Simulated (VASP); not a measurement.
## Ge: single point with r2SCAN

Crystal: Ge.

```
CELL_PARAMETERS angstrom
2.81216 2.81216 0.00000
-2.81216 2.81216 0.00000
0.00000 0.00000 5.90185
ATOMIC_POSITIONS crystal
Ge 0.50000 0.50000 0.50000
Ge 0.50000 0.00000 0.25000
Ge 0.00000 0.00000 0.00000
Ge 0.00000 0.50000 0.75000
```

This cell differs from its parent crystal: uniaxial strain along c: +4.0 %, then relaxed in part.

```json
{
 "Program": "VASP 6.6.1",
 "Task": "single point",
 "Functional": "r2SCAN",
 "Potentials or basis": "VASP PAW PBE potentials, release 64 (Ge_d)",
 "Cutoff": "520 eV",
 "k mesh": "10 × 10 × 6",
 "Occupations": "gaussian, width 0.02 eV",
 "Spin": "no spin polarisation",
 "Dipole correction": "no",
 "Further INCAR settings": "ALGO = Normal; EDIFF = 1e-07; NBANDS = 36"
}
```

```yaml
Pressure: -1.3 GPa
Band_gap_on_the_k_mesh: zero (filled and empty bands touch)
```

Stress tensor (GPa, compression positive):
```
 0.08  0.00  0.00
 0.00  0.08  0.00
 0.00  0.00 -4.14
```

Levels at points of the mesh, in eV from the Fermi level:
```csv
k point,band 26,band 27,band 28,band 29,band 30,band 31
"(0.00, 0.00, 0.00)",-0.41,-0.05,0.00,0.00,1.15,1.15
"(0.50, 0.00, 0.00)",-4.16,-1.42,-1.42,2.29,2.29,4.85
"(0.50, 0.50, 0.00)",-3.36,-3.36,-3.36,0.74,0.74,0.74
"(0.00, 0.00, 0.50)",-2.01,-2.01,-2.01,1.41,1.41,2.83
"(0.50, 0.00, 0.50)",-1.79,-1.34,-1.34,0.16,0.16,3.76
"(0.50, 0.50, 0.50)",-4.04,-4.04,-4.04,4.00,4.00,4.00
```

It took 29 min on 1 thread of AMD EPYC 7R13 (shared host), peak memory 0.31 GiB.

Caveat: the cell differs from its parent crystal (uniaxial strain along c: +4.0 %, then relaxed in part); the PAW data sets were made with another functional, which shifts forces and pressure a little.
